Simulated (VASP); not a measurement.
A run of VASP 6.6.1 is set up as follows.

INCAR

```
  PREC = Accurate
  ENCUT = 520
  EDIFF = 1E-6
  ISMEAR = 0
  SIGMA = 0.15
  LREAL = F
  LASPH = T
  NELM = 80
  ALGO = Fast
  ISIF = 2
  LWAVE = F
  LCHARG = F
  GGA = PS
  NBANDS = 12
```

Contents of KPOINTS:

```
regular mesh
0
Gamma
  16 16 16
```

File POSCAR:

```
Y
1.0
    0.0000000000      2.5471250000      2.3607500000
    2.5471250000      0.0000000000      2.3607500000
    2.5471250000      2.5471250000      0.0000000000
Y
1
Direct
    0.0000000000      0.0000000000      0.0000000000
```

Potentials or basis: VASP PAW PBE potentials, release 64 (Y_sv).

Run with:

```console
$ cat potpaw_PBE.64/Y_sv/POTCAR > POTCAR
$ mpirun -np 1 vasp_std > vasp.out
```

**Question.** What does it give for the pressure?

**Answer.** 0.1 GPa.

Stress tensor (GPa, compression positive):
```
-0.54  0.00  0.00
 0.00 -0.54  0.00
 0.00  0.00  1.48
```

Caveat: the cell differs from its parent crystal (strain +0.025 along x and y, -0.050 along z); the PAW data sets were made with another functional, which shifts forces and pressure a little.
